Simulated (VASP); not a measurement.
A run of VASP 6.6.1 is set up as follows.

INCAR

```
PREC = Accurate
ENCUT = 600
EDIFF = 1E-7
ISMEAR = 0
SIGMA = 0.02
LREAL = False
LASPH = True
NELM = 100
ALGO = Normal
ISIF = 3
LWAVE = False
LCHARG = False
GGA = PS
IBRION = 2
NSW = 70
EDIFFG = -0.01
```

File KPOINTS:

```
Automatic mesh
0
Gamma
  6 6 6
```

POSCAR

```
Ca2BBrN2
1.0
    1.9113596557      1.1035240133      8.5635816713
   -1.9113596557      1.1035240133      8.5635816713
    0.0000000000     -2.2070480219      8.5635816719
B Br Ca N
1 1 2 2
Direct
    0.5000000000      0.5000000000      0.5000000000
    0.0000000000      0.0000000000      0.0000000000
    0.2491711044      0.2491711044      0.2491711044
    0.7508288956      0.7508288956      0.7508288956
    0.4476295293      0.4476295293      0.4476295293
    0.5523704707      0.5523704707      0.5523704707
```

Potentials or basis: VASP PAW PBE potentials, release 64 (B, Br, Ca_sv, N).

Launch:

```bash
$ cat potpaw_PBE.64/B/POTCAR potpaw_PBE.64/Br/POTCAR potpaw_PBE.64/Ca_sv/POTCAR potpaw_PBE.64/N/POTCAR > POTCAR
$ mpirun -np 1 vasp_std > vasp.out
```

(1) Predict the band gap on the k mesh.

(2) What does it give for the relaxed volume?

Answers

(1) 2.98 eV (least direct gap 3.36 eV).

(2) 18.14 Å³/atom.

Caveat: the PAW data sets were made with another functional, which shifts forces and pressure a little.
